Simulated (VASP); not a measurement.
**MoN2: single point with PBE**

Crystal: MoN2.

```
CELL_PARAMETERS angstrom
4.34805 0.00000 0.00000
0.00000 4.34805 0.00000
0.00000 0.00000 2.76746
ATOMIC_POSITIONS crystal
Mo 0.00000 0.00000 0.00000
Mo 0.50000 0.50000 0.00000
N 0.61165 0.88835 0.50000
N 0.38835 0.11165 0.50000
N 0.11165 0.61165 0.50000
N 0.88835 0.38835 0.50000
```

```yaml
Program: VASP 6.6.1
Task: single point
Functional: PBE
Potentials_or_basis: VASP PAW PBE potentials, release 64 (Mo_sv, N)
Cutoff: 520 eV
k_mesh: 6 × 6 × 10
Occupations: fermi-dirac, width 0.05 eV
Spin: no spin polarisation
```

* Pressure: -3.3 GPa
* Largest force: 0.154 eV/Å
* Band gap on the k mesh: zero (band 24 reaches 13.51 eV, above the bottom of band 25 at 11.56 eV)

Forces in eV/Å, atoms in the order of the input:
```
Mo   0.000  0.000  0.000
Mo   0.000  0.000  0.000
N    0.109 -0.109  0.000
N   -0.109  0.109  0.000
N    0.109  0.109  0.000
N   -0.109 -0.109  0.000
```

Stress tensor (GPa, compression positive):
```
-2.78  0.00  0.00
 0.00 -2.78  0.00
 0.00  0.00 -4.40
```

Levels at points of the mesh, in eV from the Fermi level:
```csv
k point,band 20,band 21,band 22,band 23,band 24,band 25,band 26,band 27,band 28,band 29
"(0.00, 0.00, 0.00)",-3.91,-2.99,-2.99,-2.26,-1.81,0.58,0.58,1.00,1.69,2.10
"(0.50, 0.00, 0.00)",-4.22,-1.99,-1.99,-1.17,-1.17,-0.41,-0.41,2.13,2.13,3.21
"(0.50, 0.50, 0.00)",-3.73,-0.82,-0.82,0.50,0.50,0.52,0.52,0.98,0.98,2.72
"(0.00, 0.00, 0.50)",-2.71,-2.00,-2.00,0.72,1.07,2.06,2.13,2.30,2.30,2.82
"(0.50, 0.00, 0.50)",-4.21,-2.51,-2.51,-1.04,-1.04,2.41,2.41,2.94,2.94,3.41
"(0.50, 0.50, 0.50)",-5.33,-5.10,-5.10,-1.34,-1.34,2.38,2.38,3.27,3.27,4.05
```

It took 70 s on 1 thread of Intel(R) Xeon(R) Platinum 8375C CPU @ 2.90GHz (Ice Lake) (shared host), peak memory 0.21 GiB.
